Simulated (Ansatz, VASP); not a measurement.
# LiY3: VASP beside Ansatz

Contents of INCAR:

```
ALGO = Normal ; EDIFF = 1E-6
ENCUT = 520 ; GGA = PE
ISIF = 2 ; ISMEAR = -1
LASPH = T ; LCHARG = F
LREAL = F ; LWAVE = F
NBANDS = 26 ; NELM = 60
PREC = Accurate ; SIGMA = 0.05
```

Contents of KPOINTS:

```
k-points
0
Gamma
  3 3 3
```

POSCAR

```
LiY3
1.0
    4.9197100000      0.0000000000      0.0000000000
    0.0000000000      4.9197100000      0.0000000000
    0.0000000000      0.0000000000      4.9197100000
Li Y
1 3
Direct
    0.0441200000      0.9808300000      0.9994900000
    0.4790136799      0.5238000000      0.9626300000
    0.4699700000      0.9966800000      0.5034800000
    0.9885600000      0.5416300000      0.4928600000
```

Input for Ansatz:

```yaml
crystal:
  lattice:
    - [4.91971, 0.0, 0.0]
    - [0.0, 4.91971, 0.0]
    - [0.0, 0.0, 4.91971]
  atoms:
    - { symbol: Li, position: [0.04412, 0.98083, 0.99949] }
    - { symbol: "Y", position: [0.4790136799323538, 0.5238, 0.96263] }
    - { symbol: "Y", position: [0.46997, 0.99668, 0.50348] }
    - { symbol: "Y", position: [0.98856, 0.54163, 0.49286] }
basis:
  ecutwfc: 540.0
  xc_grid: 2
kpoints:
  mp_grid:
    grid: [3, 3, 3]
scf:
  convergence:
    dr2_threshold: 1.0e-09
  occupations:
    method: fermi_dirac
    width: 0.05
output:
  forces: true
  stress: true
```

Alike in both runs: task single point; functional PBE; k mesh 3 × 3 × 3; occupations fermi-dirac, width 0.05 eV; no spin polarisation.

```csv
,VASP,Ansatz
version,VASP 6.6.1,Ansatz 0.2.0
potentials or method,"VASP PAW PBE potentials, release 64 (Li_sv, Y_sv), cutoff 520 eV","plane waves, PAW"
valence electrons in the cell,36,36
```

Ansatz gave:

| Item | Value |
| --- | --- |
| rms of the force components (eV/Å) | 0.512 |

Task: Estimate VASP's values.

Result: rms of the force components (eV/Å): 0.509.

Atom by atom the forces differ by 0.003 eV/Å (rms over components). Ansatz's warnings: stress scf threshold loose.

The k mesh is coarse, so the values compare programs but aren't converged. Noted on VASP's run: the cutoff is under 1.25 times that of the potentials, so the pressure is a little rough.
